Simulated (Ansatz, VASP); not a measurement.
## ZrWS4: VASP beside Ansatz

```xyz
6
Lattice="4.2082 0.0000 0.0000 0.0000 4.2082 0.0000 0.0000 0.0000 5.9513" Properties=species:S:1:pos:R:3 pbc="T T T"
Zr    2.1041    2.1041    2.9756
W     0.0000    0.0000    0.0000
S     2.1041    0.0000    1.4878
S     0.0000    2.1041    4.4635
S     2.1041    0.0000    4.4635
S     0.0000    2.1041    1.4878
```

Alike in both runs: task single point; functional PBE; k mesh 4 × 4 × 4; occupations gaussian, width 0.1 eV; collinear spin.

|  | VASP | Ansatz |
| --- | --- | --- |
| version | VASP 6.6.1 | Ansatz 0.2.0 |
| potentials or method | VASP PAW PBE potentials, release 64 (Zr_sv, W_sv, S), cutoff 520 eV | scalar-relativistic, plane waves, PAW |
| valence electrons in the cell | 50 | 50 |

|  | VASP | Ansatz | Ansatz less VASP |
| --- | --- | --- | --- |
| gap on the k mesh at the Fermi level (eV) | none | none | - |
| pressure (GPa) | 10.5 | 10.6 | 0.00 |
| traceless stress, the component that is largest in VASP (GPa) | 0.86 | 0.86 | -0.001 |
| rms of the force components (eV/Å) | 0.603 | 0.605 | +0.0023 |
| net moment per atom (μB) | 0.31 | 0.31 | 0.000 |
| size of the moment on the site where the two differ most (μB) | 1.35 | 1.14 | -0.216 |

Site moments also hang on the region over which each program counts them. Atom by atom the forces differ by 0.002 eV/Å (rms over components). A gap of «none» marks a metal or a gap that the smearing closes. Ansatz's warnings: no starting moments.

The k mesh is coarse, so the values compare programs but aren't converged. Spin-orbit coupling is off throughout.
